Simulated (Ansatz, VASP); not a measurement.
## One calculation of GaSb3, two programs

File INCAR:

```
PREC     = Accurate       # precision mode
ENCUT    = 520            # plane-wave cutoff, eV
EDIFF    = 1E-6           # SCF threshold, eV
ISMEAR   = 0              # smearing method
SIGMA    = 0.1            # smearing width, eV
LREAL    = F              # projectors in reciprocal space
LASPH    = T              # aspherical terms in the spheres
NELM     = 60             # most SCF steps
ALGO     = Normal         # electronic algorithm
ISIF     = 2              # what is computed and relaxed
LWAVE    = F              # write WAVECAR
LCHARG   = F              # write CHGCAR
GGA      = PE             # functional
NBANDS   = 22             # bands
```

KPOINTS

```
regular mesh
0
Gamma
  10 10 10
```

Contents of POSCAR:

```
GaSb3
1.0
    0.0000000000      3.3942445548      3.7299981048
    3.7299981048      0.0000000000      3.7299981048
    3.7299981048      3.3942445548      0.0000000000
Ga Sb
1 3
Direct
    0.0000000000      0.0000000000      0.0000000000
    0.2500000000      0.2500000000      0.2500000000
    0.7500000000      0.7500000000      0.7500000000
    0.5000000000      0.5000000000      0.5000000000
```

Input for Ansatz:

```yaml
crystal:
  lattice:
    - [0.0, 3.3942445548, 3.7299981048]
    - [3.7299981048, 0.0, 3.7299981048]
    - [3.7299981048, 3.3942445548, 0.0]
  atoms:
    - { symbol: Ga, position: [0.0, 0.0, 0.0] }
    - { symbol: Sb, position: [0.25, 0.25, 0.25] }
    - { symbol: Sb, position: [0.75, 0.75, 0.75] }
    - { symbol: Sb, position: [0.5, 0.5, 0.5] }
basis:
  ecutwfc: 420
kpoints:
  mp_grid: { grid: [10, 10, 10] }
hamiltonian:
  xc: pbe
scf:
  occupations: { method: gaussian, width: 0.1 }
output:
  forces: true
  stress: true
  eigenvalues: true
```

Alike in both runs: task single point; functional PBE; k mesh 10 × 10 × 10; occupations gaussian, width 0.1 eV; no spin polarisation.

```csv
,VASP,Ansatz
version,VASP 6.6.1,Ansatz 0.2.0
potentials or method,"VASP PAW PBE potentials, release 64 (Ga_d, Sb), cutoff 520 eV","scalar-relativistic, plane waves, PAW"
valence electrons in the cell,28,58
```

```csv
,VASP,Ansatz,Ansatz less VASP
gap on the k mesh at the Fermi level (eV),none,none,-
pressure (GPa),5.5,5.5,+0.08
"traceless stress, the component that is largest in VASP (GPa)",0.51,0.51,-0.002
```

A gap of «none» marks a metal or a gap that the smearing closes. With one functional, cell and mesh, what is left measures potentials, basis and numerics. VASP's potentials hold 28 valence electrons a cell and Ansatz's 58, so a difference there can come from the potentials and not from the codes.

Neither program's run includes spin-orbit coupling.
